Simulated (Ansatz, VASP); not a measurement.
# Two plane-wave programs on InSe

INCAR

```
SYSTEM = InSe
  ALGO = Normal
  EDIFF = 1E-6
  ENCUT = 500
  GGA = PS
  GGA_COMPAT = .FALSE.
  ISIF = 2
  ISMEAR = 0
  IVDW = 12
  LASPH = .TRUE.
  LCHARG = .FALSE.
  LREAL = .FALSE.
  LWAVE = .FALSE.
  NBANDS = 48
  NELM = 120
  PREC = Accurate
  SIGMA = 0.1
```

KPOINTS

```
k-points
0
G
  6 6 1
  0 0 0
```

File POSCAR:

```
InSe
1.0
    4.0499987506      0.0000000000      0.0000000000
   -2.0249993753      3.5074018033      0.0000000000
    0.0000000000      0.0000000000     16.9300000000
In Se
4 4
Direct
    0.3333333333      0.6666666667      0.1570000000
    0.6666666667      0.3333333333      0.6570000000
    0.3333333333      0.6666666667      0.3430000000
    0.6666666667      0.3333333333      0.8430000000
    0.3333333333      0.6666666667      0.6020000000
    0.6666666667      0.3333333333      0.1020000000
    0.3333333333      0.6666666667      0.8980000000
    0.6666666667      0.3333333333      0.3980000000
```

Input for Ansatz:

```yaml
crystal:
  lattice:
    - [4.0499987506, 0.0, 0.0]
    - [-2.0249993753, 3.5074018033, 0.0]
    - [0.0, 0.0, 16.93]
  atoms:
    - { symbol: In, position: [0.3333333333, 0.6666666667, 0.157] }
    - { symbol: In, position: [0.6666666667, 0.3333333333, 0.657] }
    - { symbol: In, position: [0.3333333333, 0.6666666667, 0.343] }
    - { symbol: In, position: [0.6666666667, 0.3333333333, 0.843] }
    - { symbol: Se, position: [0.3333333333, 0.6666666667, 0.602] }
    - { symbol: Se, position: [0.6666666667, 0.3333333333, 0.102] }
    - { symbol: Se, position: [0.3333333333, 0.6666666667, 0.898] }
    - { symbol: Se, position: [0.6666666667, 0.3333333333, 0.398] }
basis:
  ecutwfc: 420
kpoints:
  mp_grid: { grid: [6, 6, 1] }
hamiltonian:
  xc: pbesol
  pseudopotentials: { kind: paw, azcp: { folder: soft_1 } }
  dispersion: d3bj
scf:
  occupations: { method: gaussian, width: 0.1 }
output:
  forces: true
  stress: true
  eigenvalues: true
```

Alike in both runs: task single point; functional PBEsol; dispersion D3(BJ); k mesh 6 × 6 × 1; occupations gaussian, width 0.1 eV; no spin polarisation.

```csv
,VASP,Ansatz
version,VASP 6.6.1,Ansatz 0.2.0
potentials or method,"VASP PAW PBE potentials, release 64 (In_d, Se), cutoff 500 eV","scalar-relativistic, plane waves, PAW"
valence electrons in the cell,76,116
```

```csv
,VASP,Ansatz,Ansatz less VASP
gap on the k mesh at the Fermi level (eV),none,none,-
pressure (GPa),3.7,3.6,-0.09
"traceless stress, the component that is largest in VASP (GPa)",-5.17,-5.13,+0.039
rms of the force components (eV/Å),1.331,1.321,-0.0098
```

VASP's potentials were made for PBE, not for PBEsol, and Ansatz warns of the same on its side. Atom by atom the forces differ by 0.010 eV/Å (rms over components). A gap of «none» marks a metal or a gap that the smearing closes. VASP's potentials hold 76 valence electrons a cell and Ansatz's 116, so a difference there can come from the potentials and not from the codes.

The k mesh is coarse, so the values compare programs but aren't converged.
